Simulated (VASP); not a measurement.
Mg32ZnO32 (a cell with a defect):

```
O Mg Zn
1.0
     8.42881    0.00000    0.00000
     0.00000    8.42881    0.00000
     0.00000    0.00000    8.42881
O Mg Zn
32 32 1
Cartesian
  2.1068 8.4074 8.4084
  2.1326 8.3739 4.2416
  2.1323 4.2404 8.3750
  2.2527 4.3600 4.3609
  6.3190 8.4274 8.4284
  6.2987 8.4070 4.2160
  6.2988 4.2150 8.4079
  6.2659 4.2405 4.2416
  8.4037 2.0829 8.3748
  8.2781 1.9551 4.3779
  0.0006 6.3455 8.4072
  8.4036 6.3782 4.2420
  4.2368 2.1086 8.4077
  4.2696 2.0829 4.2421
  4.2166 6.3250 8.4270
  4.2342 6.3424 4.2159
  8.4037 8.3739 2.0838
  0.0006 8.4063 6.3466
  8.2776 4.3774 1.9568
  8.4036 4.2409 6.3787
  4.2368 8.4065 2.1097
  4.2167 8.4260 6.3261
  4.2695 4.2408 2.0839
  4.2343 4.2148 6.3434
  2.2686 1.9578 1.9593
  2.1329 2.0829 6.3788
  2.1329 6.3776 2.0838
  2.1069 6.3425 6.3435
  6.2655 2.0828 2.0837
  6.2981 2.1085 6.3465
  6.2981 6.3455 2.1096
  6.3179 6.3248 6.3257
  8.4273 8.3852 8.3862
  8.4112 8.4128 4.2359
  8.4110 4.2350 8.4141
  8.1984 4.4459 4.4460
  4.2151 0.0001 0.0012
  4.2569 8.3858 4.2181
  4.2568 4.2171 8.3869
  4.2306 4.2321 4.2331
  2.1267 2.0905 8.4150
  2.3367 1.8778 4.4456
  2.1088 6.3650 8.3869
  2.1242 6.3382 4.2329
  6.2769 2.1068 8.3862
  6.3057 2.0902 4.2358
  6.3210 6.3230 0.0013
  6.2775 6.3652 4.2178
  2.1268 8.4136 2.0914
  2.1088 8.3858 6.3662
  2.3361 4.4443 1.8791
  2.1242 4.2320 6.3391
  6.2768 8.3851 2.1077
  6.3210 0.0002 6.3240
  6.3056 4.2349 2.0911
  6.2776 4.2169 6.3660
  8.1932 1.8728 1.8737
  8.4111 2.0900 6.3443
  8.4110 6.3436 2.0908
  8.4263 6.3652 6.3663
  4.2355 2.0901 2.0912
  4.2569 2.1055 6.3662
  4.2568 6.3650 2.1065
  4.2149 6.3230 6.3239
  1.0465 3.1559 3.1575
```

Base run:

* Program: VASP 6.6.1
* Functional: HSE06
* Potentials or basis: VASP PAW PBE potentials, release 64 (O, Mg, Zn)
* Cutoff: 520 eV
* k mesh: 1 × 1 × 1, shifted
* Occupations: fermi-dirac, width 0.05 eV
* Spin: no spin polarisation

Its results: band gap on the k mesh 2.35 eV; pressure 8.0 GPa; largest force 0.355 eV/Å.

Problem. The run is repeated on the same cell with these changes: functional from HSE06 to PBEsol. What comes out?

Solution. Band gap on the k mesh 1.55 eV; pressure 9.1 GPa; largest force 0.044 eV/Å.

Caveats: the PAW data sets were made with another functional, which shifts forces and pressure a little.

A k mesh can miss the band edges.
